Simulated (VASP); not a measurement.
A run of VASP 6.6.1 is set up as follows.

INCAR

```
SYSTEM = In
PREC = Accurate
ENCUT = 520
EDIFF = 1E-6
ISMEAR = -1
SIGMA = 0.1
LREAL = .False.
LASPH = .True.
NELM = 80
ALGO = Normal
ISIF = 2
LWAVE = .False.
LCHARG = .False.
GGA = PS
NBANDS = 20
```

KPOINTS

```
regular mesh
0
Gamma
  12 12 7
  0 0 0
```

POSCAR

```
In
1.0
    3.4439793836      0.0000000000      0.0000000000
   -1.7219896918      2.9825736363      0.0000000000
    0.0000000000      0.0000000000      5.6013435113
In
2
Direct
    0.3333333333      0.6666666667      0.2500000000
    0.6666666667      0.3333333333      0.7500000000
```

Potentials or basis: VASP PAW PBE potentials, release 64 (In_d).

The run is started by

```console
$ cat potpaw_PBE.64/In_d/POTCAR > POTCAR
$ mpirun -np 1 vasp_std > vasp.out
```

Task: What does it give for the band gap on the k mesh?

Result: Zero (bands 13 and 14 overlap by 4.50 eV).

Task: Estimate the pressure.

Result: -3.7 GPa.

Stress tensor (GPa, compression positive):
```
-3.48  0.00  0.00
 0.00 -3.48  0.00
 0.00  0.00 -4.13
```

Caveat: the cell stands under tension; the PAW data sets were made with another functional, which shifts forces and pressure a little; spin-orbit coupling is left out, which moves the levels of the heavy elements.
